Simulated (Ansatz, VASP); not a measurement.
**Two plane-wave programs on SnO2**

File INCAR:

```
SYSTEM = SnO2
PREC = Accurate
ENCUT = 520
EDIFF = 1E-6
ISMEAR = 0
SIGMA = 0.05
LREAL = .False.
LASPH = .True.
NELM = 100
ALGO = Normal
ISIF = 2
LWAVE = .False.
LCHARG = .False.
GGA = PE
NBANDS = 20
```

File KPOINTS:

```
Automatic mesh
0
Gamma
  12 12 12
  0 0 0
```

The input POSCAR:

```
SnO2
1.0
    1.5965564961      0.9217723228      4.8567771841
   -1.5965564961      0.9217723228      4.8567771841
    0.0000000000     -1.8435446456      4.8567771841
Sn O
1 2
Direct
    0.5000000000      0.5000000000      0.5000000000
    0.2348826742      0.2348826742      0.2348826742
    0.7651173258      0.7651173258      0.7651173258
```

Input for Ansatz:

```yaml
crystal:
  lattice:
    - [1.5965564961, 0.9217723228, 4.8567771841]
    - [-1.5965564961, 0.9217723228, 4.8567771841]
    - [0.0, -1.8435446456, 4.8567771841]
  atoms:
    - { symbol: Sn, position: [0.5, 0.5, 0.5] }
    - { symbol: O, position: [0.2348826742, 0.2348826742, 0.2348826742] }
    - { symbol: O, position: [0.7651173258, 0.7651173258, 0.7651173258] }
basis:
  ecutwfc: 520.0
kpoints:
  mp_grid: { grid: [12, 12, 12] }
hamiltonian:
  xc: pbe
  pseudopotentials: { kind: paw, azcp: { folder: soft_1 } }
scf:
  occupations: { method: gaussian, width: 0.05 }
output:
  forces: true
  stress: true
  eigenvalues: true
```

Change from the starting cell: mode 4 frozen in at +0.000 Å, equal normal strain along x, y and z -0.0125.

Alike in both runs: task single point; functional PBE; k mesh 12 × 12 × 12; occupations gaussian, width 0.05 eV; no spin polarisation.

|  | VASP | Ansatz |
| --- | --- | --- |
| version | VASP 6.6.1 | Ansatz 0.2.0 |
| potentials or method | VASP PAW PBE potentials, release 64 (Sn_d, O), cutoff 520 eV | scalar-relativistic, plane waves, PAW |
| valence electrons in the cell | 26 | 26 |

VASP gave:

```
gap on the k mesh at the Fermi level (eV)                     : 2.25
least direct gap on the mesh (eV)                             : 2.47
pressure (GPa)                                                : 6.4
traceless stress, the component that is largest in VASP (GPa) : -2.77
rms of the force components (eV/Å)                            : 0.230
```

Task: What did Ansatz give for the same quantities?

Result: gap on the k mesh at the Fermi level (eV): 2.27; least direct gap on the mesh (eV): 2.49; pressure (GPa): 5.7; traceless stress, the component that is largest in VASP (GPa): -2.36; rms of the force components (eV/Å): 0.201.

Atom by atom the forces differ by 0.029 eV/Å (rms over components).
